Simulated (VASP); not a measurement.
A run of VASP 6.6.1:

File INCAR:

```
SYSTEM = Hg
ALGO = Normal
EDIFF = 1E-6
ENCUT = 520
GGA = PS
ISIF = 2
ISMEAR = 0
LASPH = .True.
LCHARG = .False.
LREAL = .False.
LWAVE = .False.
NBANDS = 25
NELM = 100
PREC = Accurate
SIGMA = 0.1
```

KPOINTS

```
k-points
0
Gamma
  6 6 4
  0 0 0
```

The input POSCAR:

```
Hg
1.0
    4.6224968615      0.0000000000      0.0000000000
   -2.3112484308      4.0031997110      0.0000000000
    0.0000000000      0.0000000000      5.2443774268
Hg
3
Direct
    0.2254000000      0.0000000000      0.3333333333
    0.0000000000      0.2254000000      0.6666666667
    0.7746000000      0.7746000000      0.0000000000
```

Potentials or basis: VASP PAW PBE potentials, release 64 (Hg).

Launch:

```console
$ cat potpaw_PBE.64/Hg/POTCAR > POTCAR
$ mpirun -np 1 vasp_std > vasp.out
```

Hardware: 1 thread of Intel(R) Xeon(R) Platinum 8175M CPU @ 2.50GHz (Skylake/Cascade Lake), with other jobs on the host.

Task: How long does it take, and how much memory?

Result: Run time: 47 s on 1 thread of Intel(R) Xeon(R) Platinum 8175M CPU @ 2.50GHz (Skylake/Cascade Lake), with other jobs on the host, peak memory 0.23 GiB. Counts: scf iterations 12, k points 24.
